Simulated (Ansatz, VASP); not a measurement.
## One calculation of Re, two programs

File INCAR:

```
PREC = Accurate
ENCUT = 520
EDIFF = 1E-8
ISMEAR = -1
SIGMA = 0.03
LREAL = False
LASPH = True
NELM = 100
ALGO = Normal
ISIF = 2
LWAVE = False
LCHARG = False
GGA = PE
LEFG = True
NBANDS = 10
```

Contents of KPOINTS:

```
regular mesh
0
Gamma
  14 14 14
```

POSCAR

```
Re
1.0
    0.0000000000      1.9355000000      1.9750000000
    1.9355000000      0.0000000000      1.9750000000
    1.9355000000      1.9355000000      0.0000000000
Re
1
Direct
    0.0000000000      0.0000000000      0.0000000000
```

Input for Ansatz:

```yaml
crystal:
  lattice:
    - [0.0, 1.9355, 1.975]
    - [1.9355, 0.0, 1.975]
    - [1.9355, 1.9355, 0.0]
  atoms:
    - { symbol: Re, position: [0.0, 0.0, 0.0] }
kpoints:
  mp_grid: { grid: [14, 14, 14] }
scf:
  occupations: { method: fermi_dirac, width: 0.03 }
hamiltonian:
  xc: pbe
  pseudopotentials: { kind: all_electron, datasets: crystal }
output:
  forces: true
  stress: true
  eigenvalues: true
  efg: { contact_densities: true }
```

Change from the starting cell: equal xx and yy strain of -2 %, crystal datasets.

Alike in both runs: task electric field gradients; functional PBE; k mesh 14 × 14 × 14; occupations fermi-dirac, width 0.03 eV; no spin polarisation.

|  | VASP | Ansatz |
| --- | --- | --- |
| version | VASP 6.6.1 | Ansatz 0.2.0 |
| potentials or method | VASP PAW PBE potentials, release 64 (Re), cutoff 520 eV | all-electron PAW with datasets made for the crystal, scalar-relativistic |

Ansatz gave:

```
pressure (GPa)                                                : 5.1
traceless stress, the component that is largest in VASP (GPa) : -3.38
size of Vzz on the site where it differs most (V/Å²)          : 22.4
```

**Question.** Estimate VASP's values.

**Answer.** Pressure (GPa): 4.5; traceless stress, the component that is largest in VASP (GPa): -3.33; size of Vzz on the site where it differs most (V/Å²): 18.5.

Ansatz ran all-electron here, and VASP with PAW potentials.

Neither program's run includes spin-orbit coupling.
